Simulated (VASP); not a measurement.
# ZnSi2N2 (P4_2/mmc) in VASP: a series of runs

ZnSi2N2 is run at these levels: PBE; tasks: single point.

Program: VASP 6.6.1. These are calculated values, not measurements. Logs are shortened: lines on timing, memory, paths and dates and some standing lists are left out, and cuts for length are marked.

### 1 The cell of the first run

The structure is tetragonal, space group P4_2/mmc (No. 131). Conventional cell: a = 5.277 Å, b = 5.277 Å, c = 4.150 Å, α = 90.00°, β = 90.00°, γ = 90.00°. Within 2.7 Å of Zn (site symmetry -4m2) lie 2 Zn at 2.07 Å. Si (site symmetry m2m) has 4 N at 1.86 to 2.08 Å and 1 Si at 2.55 Å within 2.6 Å. Within 2.6 Å of N (site symmetry m2m) lie 4 Si at 1.86 to 2.08 Å and 1 N at 2.53 Å.

The cell was generated, and may not be a known phase.

### 2 Single point, PBE, collinear spin, ferromagnetic start

Contents of INCAR:

```
SYSTEM = ZnSi2N2
ALGO     = Normal         ! electronic algorithm
EDIFF    = 1E-6           ! SCF threshold, eV
ENCUT    = 520            ! plane-wave cutoff, eV
GGA      = PE             ! functional
ISIF     = 2              ! what is computed and relaxed
ISMEAR   = 0              ! smearing method
ISPIN    = 2              ! spin polarisation
LASPH    = .TRUE.         ! aspherical terms in the spheres
LCHARG   = .FALSE.        ! write CHGCAR
LORBIT   = 11             ! projections on sites
LREAL    = .FALSE.        ! projectors in reciprocal space
LWAVE    = .FALSE.        ! write WAVECAR
MAGMOM   = 0 0 0 0 0 0 1 1 1 1 ! initial moments
NBANDS   = 45             ! bands
NELM     = 150            ! most SCF steps
PREC     = Accurate       ! precision mode
SIGMA    = 0.1            ! smearing width, eV
```

Contents of KPOINTS:

```
k-points
0
G
  4 4 4
  0 0 0
```

Contents of POSCAR:

```
ZnSi2N2
1.0
    5.2765224006      0.0000000000      0.0000000000
    0.0000000000      5.2765224006      0.0000000000
    0.0000000000      0.0000000000      4.1498422079
Zn Si N
2 4 4
Direct
    0.0000000000      0.0000000000      0.7500000000
    0.0000000000      0.0000000000      0.2500000000
    0.2418581007      0.5000000000      0.0000000000
    0.7581418993      0.5000000000      0.0000000000
    0.5000000000      0.2418581007      0.5000000000
    0.5000000000      0.7581418993      0.5000000000
    0.5000000000      0.2603762111      0.0000000000
    0.5000000000      0.7396237889      0.0000000000
    0.7396237889      0.5000000000      0.5000000000
    0.2603762111      0.5000000000      0.5000000000
```

Potentials or basis: VASP PAW PBE potentials, release 64 (Zn, Si, N).

Started as:

```bash
$ cat potpaw_PBE.64/Zn/POTCAR potpaw_PBE.64/Si/POTCAR potpaw_PBE.64/N/POTCAR > POTCAR
$ mpirun -np 1 vasp_std > vasp.out
```

OUTCAR:

```text
SYSTEM = ZnSi2N2
   EDIFF = 1E-6
   ENCUT = 520
   GGA = PE
   ISIF = 2
   ISMEAR = 0
   ISPIN = 2
   LASPH = .TRUE.
   LORBIT = 11
   LREAL = .FALSE.
   NELM = 150
   PREC = Accurate

 ion  position               nearest neighbor table
   1  0.000  0.000  0.750-   2 2.07   2 2.07
   2  0.000  0.000  0.250-   1 2.07   1 2.07
   3  0.242  0.500  0.000-   7 1.86   8 1.86  10 2.08  10 2.08   4 2.55   4 2.72   5 2.83   5 2.83
                             6 2.83   6 2.83
   4  0.758  0.500  0.000-   7 1.86   8 1.86   9 2.08   9 2.08   3 2.55   3 2.72   5 2.83   6 2.83
                             6 2.83   5 2.83
   5  0.500  0.242  0.500-   9 1.86  10 1.86   7 2.08   7 2.08   6 2.55   6 2.72   4 2.83   3 2.83
                             4 2.83   3 2.83
   6  0.500  0.758  0.500-   9 1.86  10 1.86   8 2.08   8 2.08   5 2.55   5 2.72   3 2.83   4 2.83
                             3 2.83   4 2.83
   7  0.500  0.260  0.000-   3 1.86   4 1.86   5 2.08   5 2.08
   8  0.500  0.740  0.000-   3 1.86   4 1.86   6 2.08   6 2.08
   9  0.740  0.500  0.500-   5 1.86   6 1.86   4 2.08   4 2.08
  10  0.260  0.500  0.500-   5 1.86   6 1.86   3 2.08   3 2.08

  LATTYP: Found a simple tetragonal cell.
 ALAT       =     5.2765224006
 C/A-ratio  =     0.7864729632

  Lattice vectors:

 A1 = (   5.2765224006,   0.0000000000,   0.0000000000)
 A2 = (   0.0000000000,   5.2765224006,   0.0000000000)
 A3 = (   0.0000000000,   0.0000000000,   4.1498422079)

Analysis of symmetry for initial positions (statically):
=====================================================================
 Subroutine PRICEL returns:
 Original cell was already a primitive cell.

 Routine SETGRP: Setting up the symmetry group for a
 simple tetragonal supercell.

 Subroutine GETGRP returns: Found 16 space group operations
 (whereof  8 operations were pure point group operations)
 out of a pool of 16 trial point group operations.

The static configuration has the point symmetry D_2h.
 The point group associated with its full space group is D_4h.

Analysis of symmetry for dynamics (positions and initial velocities):
=====================================================================
 Subroutine PRICEL returns:
 Original cell was already a primitive cell.

 Routine SETGRP: Setting up the symmetry group for a
 simple tetragonal supercell.

 Subroutine GETGRP returns: Found 16 space group operations
 (whereof  8 operations were pure point group operations)
 out of a pool of 16 trial point group operations.

The dynamic configuration has the point symmetry D_2h.
 The point group associated with its full space group is D_4h.

Analysis of structural, dynamic, and magnetic symmetry:
=====================================================================
 Subroutine PRICEL returns:
 Original cell was already a primitive cell.

 Routine SETGRP: Setting up the symmetry group for a
 simple tetragonal supercell.

 Subroutine GETGRP returns: Found 16 space group operations
 (whereof  8 operations were pure point group operations)
 out of a pool of 16 trial point group operations.

The overall configuration has the point symmetry D_2h.
 The point group associated with its full space group is D_4h.

 Subroutine INISYM returns: Found 16 space group operations
 (whereof  8 operations are pure point group operations),
 and found     1 'primitive' translations

----------------------------------------------------------------------------------------

                                     Primitive cell

  volume of cell :     115.5386

  direct lattice vectors                    reciprocal lattice vectors
     5.276522401  0.000000000  0.000000000     0.189518763  0.000000000  0.000000000
     0.000000000  5.276522401  0.000000000     0.000000000  0.189518763  0.000000000
     0.000000000  0.000000000  4.149842208     0.000000000  0.000000000  0.240973018

  length of vectors
     5.276522401  5.276522401  4.149842208     0.189518763  0.189518763  0.240973018

  position of ions in fractional coordinates (direct lattice)
     0.000000000  0.000000000  0.750000000
     0.000000000  0.000000000  0.250000000
     0.241858101  0.500000000  0.000000000
     0.758141899  0.500000000  0.000000000
     0.500000000  0.241858101  0.500000000
     0.500000000  0.758141899  0.500000000
     0.500000000  0.260376211  0.000000000
     0.500000000  0.739623789  0.000000000
     0.739623789  0.500000000  0.500000000
     0.260376211  0.500000000  0.500000000

  ion indices of the primitive-cell ions
   primitive index   ion index
                 1           1
                 2           2
                 3           3
                 4           4
                 5           5
[... 34 lines left out ...]
  0.000000  0.000000  0.000000      1.000000
  0.250000  0.000000  0.000000      4.000000
  0.500000  0.000000  0.000000      2.000000
  0.250000  0.250000  0.000000      4.000000
  0.500000  0.250000  0.000000      4.000000
  0.500000  0.500000  0.000000      1.000000
[... 10 lines left out ...]
  0.500000  0.250000  0.500000      4.000000
  0.500000  0.500000  0.500000      1.000000
   k-points           NKPTS =     18   k-points in BZ     NKDIM =     18   number of bands    NBANDS=     45
   number of dos      NEDOS =    301   number of ions     NIONS =     10
   total plane-waves  NPLWV =  51200
   dimension x,y,z NGX =    40 NGY =   40 NGZ =   32
   dimension x,y,z NGXF=    80 NGYF=   80 NGZF=   64
   ions per type =               2   4   4
   NGX,Y,Z   is equivalent  to a cutoff of  12.60, 12.60, 12.82 a.u.
   NGXF,Y,Z  is equivalent  to a cutoff of  25.21, 25.21, 25.64 a.u.
 SYSTEM =  ZnSi2N2
   PREC   = accura    normal or accurate (medium, high low for compatibility)
   ISTART =      0    job   : 0-new  1-cont  2-samecut
   ICHARG =      2    charge: 1-file 2-atom 10-const
   ISPIN  =      2    spin polarized calculation?
   LNONCOLLINEAR =      F non collinear calculations
   LSORBIT =      F    spin-orbit coupling
   LASPH  =      T    aspherical Exc in radial PAW
   ENCUT  =  520.0 eV  38.22 Ry    6.18 a.u.   9.81  9.81  7.72*2*pi/ulx,y,z
   NELM   =    150;   NELMIN=  2; NELMDL= -5     # of ELM steps
   EDIFF  = 0.1E-05   stopping-criterion for ELM
   LREAL  =      F    real-space projection
   EDIFFG = 0.1E-04   stopping-criterion for IOM
   NSW    =      0    number of steps for IOM
   IBRION =     -1    ionic relax: 0-MD 1-quasi-New 2-CG
   NFREE  =      0    steps in history (QN), initial steepest desc. (CG)
   ISIF   =      2    stress and relaxation
   ISYM   =      2    0-nonsym 1-usesym 2-fastsym
   POTIM  = 0.5000    time-step for ionic-motion
   TEBEG  =    0.0;   TEEND  =   0.0 temperature during run
   PSTRESS=    0.0 pullay stress
   NELECT =      60.0000    total number of electrons
   NUPDOWN=      -1.0000    fix difference up-down
   EMIN   =  10.00;   EMAX   =-10.00  energy-range for DOS
   EFERMI =   0.00;   METHOD = LEGACY
   ISMEAR =     0;   SIGMA  =   0.10  broadening in eV -4-tet -1-fermi 0-gaus
   EFERMI_NEDOS =   21; number of points for ismear=-14 and -15
   IALGO  =     38    algorithm
   IMIX   =      4    mixing-type and parameters
     AMIX     =   0.40;   BMIX     =  1.00
     AMIX_MAG =   1.60;   BMIX_MAG =  1.00
  volume/ion in A,a.u.               =      11.55        77.97
  Fermi-wavevector in a.u.,A,eV,Ry     =   1.315880  2.486652 23.559025  1.731539
  Thomas-Fermi vector in A             =   2.446031
   LORBIT       =     11    0 simple, 1 ext, 2 COOP (PROOUT), +10 PAW based schemes
   GGA     = PE    functional components
   LHFCALC =     F    Hartree Fock is set to
   AEXX    =    0.0000 exact exchange contribution
   IVDW    =     0    specifies the selected vdW correction
   LEPSILON=     F    determine dielectric tensor
   LRPA    =     F    only Hartree local field effects (RPA)
 spin polarized calculation
 Gauss-broadening in eV      SIGMA  =   0.10
  energy-cutoff  :      520.00
  volume of cell :      115.54
 maximum number of plane-waves:      3140
 NGX is ok and might be reduce to    40
   NGX = 19   NGY = 19   NGZ = 15

 number of electron      59.9999996 magnetization      -0.0001717

 number of electron      59.9999996 magnetization       0.0000786

 Free energy of the ion-electron system (eV)
  ---------------------------------------------------
  ext. energy  EPLUGINS =         0.00000000
  ---------------------------------------------------
  free energy    TOTEN  =       -55.34939891 eV

  energy without entropy =      -55.34369064  energy(sigma->0) =      -55.34654478

 E-fermi :   6.9272     XC(G=0): -11.3450

 val. band max:        6.5838358868   @ k =   0.2500   0.0000   0.0000
 cond. band min:       6.9753742235   @ k =   0.2500   0.0000   0.2500
 fundamental gap:      0.3915383367
 Fermi energy:         6.9271734446

 spin component 1

 k-point     1 :       0.0000    0.0000    0.0000
  band No.  band energies     occupation
      1     -11.8110      1.00000
      2      -7.9742      1.00000
      3      -7.9742      1.00000
      4      -7.7619      1.00000
      5      -2.8884      1.00000
      6      -1.8318      1.00000
[... 799 lines left out ...]
     41      14.0817      0.00000
     42      14.0817      0.00000
 Fermi energy:         6.9271734446

 spin component 2

 k-point     1 :       0.0000    0.0000    0.0000
  band No.  band energies     occupation
      1     -11.8109      1.00000
      2      -7.9742      1.00000
      3      -7.9742      1.00000
      4      -7.7619      1.00000
      5      -2.8884      1.00000
      6      -1.8317      1.00000
[... 799 lines left out ...]
     41      14.0818      0.00000
     42      14.0818      0.00000
 [bands above 42 left out]

------------------------ aborting loop because EDIFF is reached ----------------------------------------

  FORCE on cell =-STRESS in cart. coord.  units (eV):
  Direction    XX          YY          ZZ          XY          YZ          ZX
  --------------------------------------------------------------------------------------
  -------------------------------------------------------------------------------------
  Total        0.0590266      0.0590266      0.3411541      0.0000000      0.0000000      0.0000000
  in kB        0.8185231      0.8185231      4.7307935      0.0000000      0.0000000      0.0000000
  external PRESSURE =       2.1226132 kB  Pullay stress =       0.0000000 kB

 VOLUME and BASIS-vectors are now :
 -----------------------------------------------------------------------------
  energy-cutoff  :      520.00
  volume of cell :      115.54
      direct lattice vectors                 reciprocal lattice vectors
     5.276522401  0.000000000  0.000000000     0.189518763  0.000000000  0.000000000
     0.000000000  5.276522401  0.000000000     0.000000000  0.189518763  0.000000000
     0.000000000  0.000000000  4.149842208     0.000000000  0.000000000  0.240973018

 POSITION                                       TOTAL-FORCE (eV/Angst)
 -----------------------------------------------------------------------------------
      0.00000      0.00000      3.11238         0.000000     -0.000000      0.000000
      0.00000      0.00000      1.03746         0.000000     -0.000000      0.000000
      1.27617      2.63826      0.00000        -0.026658     -0.000000     -0.000000
      4.00035      2.63826      0.00000         0.026658     -0.000000      0.000000
      2.63826      1.27617      2.07492        -0.000000     -0.026658      0.000000
      2.63826      4.00035      2.07492         0.000000      0.026658      0.000000
      2.63826      1.37388      0.00000         0.000000      0.010232      0.000000
      2.63826      3.90264      0.00000         0.000000     -0.010232     -0.000000
      3.90264      2.63826      2.07492        -0.010232      0.000000      0.000000
      1.37388      2.63826      2.07492         0.010232     -0.000000     -0.000000
 -----------------------------------------------------------------------------------
    total drift:                                0.000000      0.000000      0.000000

  FREE ENERGIE OF THE ION-ELECTRON SYSTEM (eV)
  ---------------------------------------------------
  free  energy   TOTEN  =       -55.3493989118 eV

  energy  without entropy=      -55.3436906401  energy(sigma->0) =      -55.34654478

 total charge

# of ion       s       p       d       tot
------------------------------------------
    1        0.802   0.426   9.755  10.982
    2        0.802   0.426   9.755  10.982
    3        0.702   0.784   0.000   1.486
    4        0.702   0.784   0.000   1.486
    5        0.702   0.784   0.000   1.486
    6        0.702   0.784   0.000   1.486
    7        1.248   2.510   0.000   3.758
    8        1.248   2.510   0.000   3.758
    9        1.248   2.510   0.000   3.758
   10        1.248   2.510   0.000   3.758
--------------------------------------------------
tot          9.402  14.030  19.509  42.942

 magnetization (x)

# of ion       s       p       d       tot
------------------------------------------
    1       -0.000  -0.000   0.000  -0.000
    2       -0.000  -0.000   0.000  -0.000
    3       -0.000   0.000   0.000  -0.000
    4       -0.000   0.000   0.000  -0.000
    5       -0.000   0.000   0.000  -0.000
    6       -0.000   0.000   0.000  -0.000
    7        0.000   0.000   0.000   0.000
    8        0.000   0.000   0.000   0.000
    9        0.000   0.000   0.000   0.000
   10        0.000   0.000   0.000   0.000
--------------------------------------------------
tot         -0.000   0.000   0.000  -0.000
```

Wall time 3.2 min (1 thread of Intel Xeon Platinum 8259CL at 2.50GHz (Skylake/Cascade Lake), shared host); peak memory 0.33 GiB.

What came out:

- Free energy: -55.3494 eV
- Pressure: 0.2 GPa
- Largest force: 0.027 eV/Å
- Band gap on the k mesh: zero (filled and empty bands overlap)
- Net moment: 0.00 μB per cell
- Valence electrons inside the program's atomic spheres: Zn 10.98; Si 1.49; N 3.76

Forces on the atoms (eV/Å):
```
Zn   0.000  0.000  0.000
Zn   0.000  0.000  0.000
Si  -0.027  0.000  0.000
Si   0.027  0.000  0.000
Si   0.000 -0.027  0.000
Si   0.000  0.027  0.000
N    0.000  0.010  0.000
N    0.000 -0.010  0.000
N   -0.010  0.000  0.000
N    0.010  0.000  0.000
```

Stress tensor (GPa, compression positive):
```
0.08 0.00 0.00
0.00 0.08 0.00
0.00 0.00 0.47
```

Levels at points of the mesh, in eV from the Fermi level:
Spin up:
| k point | band 27 | band 28 | band 29 | band 30 | band 31 | band 32 | band 33 | band 34 |
| --- | --- | --- | --- | --- | --- | --- | --- | --- |
| (0.00, 0.00, 0.00) | -2.38 | -1.25 | -1.25 | -0.83 | -0.83 | 2.14 | 3.01 | 3.60 |
| (0.50, 0.00, 0.00) | -2.57 | -0.91 | -0.80 | 0.63 | 0.84 | 1.15 | 3.44 | 3.98 |
| (0.50, 0.50, 0.00) | -2.06 | -0.58 | -0.58 | 0.80 | 0.84 | 1.47 | 1.47 | 1.93 |
| (0.00, 0.00, 0.50) | -1.26 | -1.26 | -0.73 | -0.73 | -0.50 | -0.50 | 3.57 | 3.57 |
| (0.50, 0.00, 0.50) | -1.99 | -1.93 | -0.61 | -0.41 | 1.38 | 1.64 | 4.06 | 4.14 |
| (0.50, 0.50, 0.50) | -2.23 | -2.23 | -1.38 | -1.38 | 2.08 | 2.08 | 2.09 | 2.09 |
Spin down:
| k point | band 27 | band 28 | band 29 | band 30 | band 31 | band 32 | band 33 | band 34 |
| --- | --- | --- | --- | --- | --- | --- | --- | --- |
| (0.00, 0.00, 0.00) | -2.38 | -1.25 | -1.25 | -0.83 | -0.83 | 2.14 | 3.01 | 3.60 |
| (0.50, 0.00, 0.00) | -2.57 | -0.91 | -0.80 | 0.63 | 0.84 | 1.15 | 3.44 | 3.98 |
| (0.50, 0.50, 0.00) | -2.06 | -0.58 | -0.58 | 0.80 | 0.84 | 1.47 | 1.47 | 1.93 |
| (0.00, 0.00, 0.50) | -1.26 | -1.26 | -0.73 | -0.73 | -0.50 | -0.50 | 3.57 | 3.57 |
| (0.50, 0.00, 0.50) | -1.99 | -1.93 | -0.61 | -0.41 | 1.38 | 1.64 | 4.06 | 4.14 |
| (0.50, 0.50, 0.50) | -2.23 | -2.23 | -1.38 | -1.38 | 2.08 | 2.08 | 2.09 | 2.09 |

Caveat: the k points lie up to 0.38 Å⁻¹ apart, too coarse for converged energies and pressures of a metal.

(Part 1 of 2 ends here.)

The gap in the log of VASP goes by the Fermi energy; the results here count the filled bands.